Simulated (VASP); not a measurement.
Write the native input for VASP 6.6.1 that does the following.

```yaml
Task: single point
Functional: PBEsol
Potentials_or_basis: VASP PAW PBE potentials, release 64 (Ti_sv, C)
Cutoff: 520 eV
k_mesh: 16 × 16 × 16
Occupations: fermi-dirac, width 0.15 eV
Spin: no spin polarisation
Dipole_correction: no
Further_INCAR_settings: ALGO = Normal; EDIFF = 1e-06; NBANDS = 15
```

The structure of TiC lies in POSCAR:

```
TiC
1.0
    0.0000000000      2.1467992792      2.1467992792
    2.1467992792      0.0000000000      2.1467992792
    2.1467992792      2.1467992792      0.0000000000
Ti C
1 1
Direct
    0.0000000000      0.0000000000      0.0000000000
    0.5000000000      0.5000000000      0.5000000000
```

These files were run (other wordings do the same):

INCAR

```
PREC = Accurate
ENCUT = 520
EDIFF = 1E-6
ISMEAR = -1
SIGMA = 0.15
LREAL = False
LASPH = True
NELM = 80
ALGO = Normal
ISIF = 2
LWAVE = False
LCHARG = True
GGA = PS
LELF = True
LVHAR = True
NBANDS = 15
```

KPOINTS

```
Automatic mesh
0
Gamma
  16 16 16
```

Potentials or basis: VASP PAW PBE potentials, release 64 (Ti_sv, C).

Launch:

```sh
$ cat potpaw_PBE.64/Ti_sv/POTCAR potpaw_PBE.64/C/POTCAR > POTCAR
$ mpirun -np 1 vasp_std > vasp.out
```

It gave:

```json
{"Pressure": "0.3 GPa", "Band gap on the k mesh": "zero (band 8 reaches 10.29 eV, above the bottom of band 9 at 9.20 eV)"}
```

Caveat: the PAW data sets were made with another functional, which shifts forces and pressure a little.

Run time: 26 s on 1 thread of AMD EPYC 9R45 96-Core Processor (Zen 5), with other jobs on the host, peak memory 0.14 GiB.
